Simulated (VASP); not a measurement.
## Ge3H: single point with PBE

The system is Ge3H, a wire with vacuum.

```
Ge H
1.0
    20.10000    0.00000    0.00000
     0.00000   10.00000    0.00000
     0.00000    0.00000    4.04383
Ge H
6 2
Direct
  0.35481 0.46610 0.00000
  0.52904 0.46610 0.50000
  0.70327 0.46610 0.00000
  0.29673 0.53390 0.50000
  0.47096 0.53390 0.00000
  0.64519 0.53390 0.50000
  0.77685 0.50905 0.00000
  0.22315 0.49095 0.50000
```

| Property | Result |
| --- | --- |
| Program | VASP 6.6.1 |
| Task | single point |
| Functional | PBE |
| Potentials or basis | VASP PAW PBE potentials, release 64 (Ge_d, H) |
| Cutoff | 410 eV |
| k mesh | 1 × 1 × 22 |
| Occupations | gaussian, width 0.05 eV |
| Spin | collinear spin |
| Starting moments | [0.0, 0.0, -1.0, 1.0, 0.0, 0.0, 0.0, 0.0] μB |
| Dipole correction | no |
| Further INCAR settings | ALGO = Normal; EDIFF = 1e-06; NBANDS = 57 |

| Quantity | Value |
| --- | --- |
| Largest force | 0.674 eV/Å |
| Band gap on the k mesh | 0.33 eV (least direct gap 0.35 eV) |
| Net moment | 0.00 μB per cell |
| Site moments | Ge -0.01, -0.02, -0.11, +0.11, +0.02, +0.01; H -0.00, +0.00 μB |
| Valence electrons inside the program's atomic spheres | Ge 12.32, 12.38 (each value once); H 0.55 |

Forces in eV/Å, atoms in the order of the input:
```
Ge  -0.368  0.066  0.000
Ge  -0.091 -0.057  0.000
Ge  -0.673 -0.024  0.000
Ge   0.673  0.024  0.000
Ge   0.091  0.057  0.000
Ge   0.368 -0.066  0.000
H    0.308  0.133  0.000
H   -0.308 -0.133  0.000
```

Levels at points of the mesh, in eV from the valence-band top:
Spin up:
| k point | band 40 | band 41 | band 42 | band 43 | band 44 | band 45 | band 46 | band 47 |
| --- | --- | --- | --- | --- | --- | --- | --- | --- |
| (0.00, 0.00, 0.00) | -1.27 | -1.21 | -1.05 | -0.50 | 1.35 | 1.42 | 1.79 | 2.12 |
| (0.00, 0.00, 0.50) | -2.31 | -0.84 | -0.82 | -0.05 | 0.33 | 1.10 | 1.11 | 2.56 |
Spin down:
| k point | band 39 | band 40 | band 41 | band 42 | band 43 | band 44 | band 45 | band 46 | band 47 | band 48 |
| --- | --- | --- | --- | --- | --- | --- | --- | --- | --- | --- |
| (0.00, 0.00, 0.00) | -1.58 | -1.27 | -1.21 | -1.05 | -0.50 | 1.35 | 1.42 | 1.79 | 2.12 | 2.38 |
| (0.00, 0.00, 0.50) | -2.31 | -2.31 | -0.84 | -0.82 | -0.05 | 0.33 | 1.10 | 1.11 | 2.56 | 2.57 |

Wall time 11 min on 4 MPI ranks on AMD EPYC 7R43 64-Core Processor (Zen 3), with other jobs on the host, peak memory 1.1 GiB a rank.
